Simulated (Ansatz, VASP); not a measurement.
**One calculation of LiF, two programs**

```
Li F
1.0
     1.43932    2.48158   -0.22778
     4.31157   -2.48328    0.22468
    -1.43849    0.39432   -4.75158
Li F
4 4
Direct
  0.93743 0.81252 0.62502
  0.43747 0.31254 0.62500
  0.43750 0.81252 0.12503
  0.93750 0.31252 0.12503
  0.43752 0.56249 0.37497
  0.93754 0.06246 0.37499
  0.43750 0.06248 0.87497
  0.93754 0.56246 0.87499
```

Change from the starting cell: cell x2, atoms moved at random (sigma 0.05 Å) and cell strained at random (1.5 %), then relaxed without symmetry.

Alike in both runs: functional PBE; k mesh 4 × 4 × 4; occupations gaussian, width 0.1 eV; no spin polarisation.

Ansatz relaxed the structure, and its values are those at the end. VASP's run is a single point on that final structure, the one shown.

```csv
,VASP,Ansatz
version,VASP 6.6.1,Ansatz 0.2.0
potentials or method,"VASP PAW PBE potentials, release 64 (Li_sv, F), cutoff 520 eV","scalar-relativistic, plane waves, PAW"
valence electrons in the cell,40,40
```

```csv
,VASP,Ansatz,Ansatz less VASP
gap on the k mesh at the Fermi level (eV),8.83,8.83,+0.001
least direct gap on the mesh (eV),8.83,8.83,+0.001
```

The functional is the same, so the differences come from potentials, cutoffs and numerics.

The k mesh is coarse, so the values compare programs but aren't converged. Noted on VASP's run: the cutoff is short for stress, so the pressure is rough.
